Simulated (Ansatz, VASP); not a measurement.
## Two plane-wave programs on Mg

```xyz
4
Lattice="3.2217 0.0000 0.0000 -1.6108 2.7900 0.0000 0.0000 0.0000 10.4718" Properties=species:S:1:pos:R:3 pbc="T T T"
Mg    0.0000    0.0000    0.0000
Mg   -1.6108    2.7900    5.2359
Mg    0.0000    1.8600    2.6179
Mg    1.6108    0.9300    7.8538
```

Alike in both runs: task single point; functional r2SCAN; k mesh 13 × 13 × 4; occupations fermi-dirac, width 0.1 eV; no spin polarisation.

|  | VASP | Ansatz |
| --- | --- | --- |
| version | VASP 6.6.1 | Ansatz 0.2.0 |
| potentials or method | VASP PAW PBE potentials, release 64 (Mg), cutoff 520 eV | plane waves (500 eV) with PAW, scalar-relativistic |
| valence electrons in the cell | 8 | 40 |

```tsv
	VASP	Ansatz	Ansatz less VASP
pressure (GPa)	-1.6	-1.4	+0.26
traceless stress, the component that is largest in VASP (GPa)	-0.08	-0.08	-0.001
```

VASP's potentials were made for PBE, not for r2SCAN. With one functional, cell and mesh, what is left measures potentials, basis and numerics. VASP's potentials hold 8 valence electrons a cell and Ansatz's 40, so a difference there can come from the potentials and not from the codes.
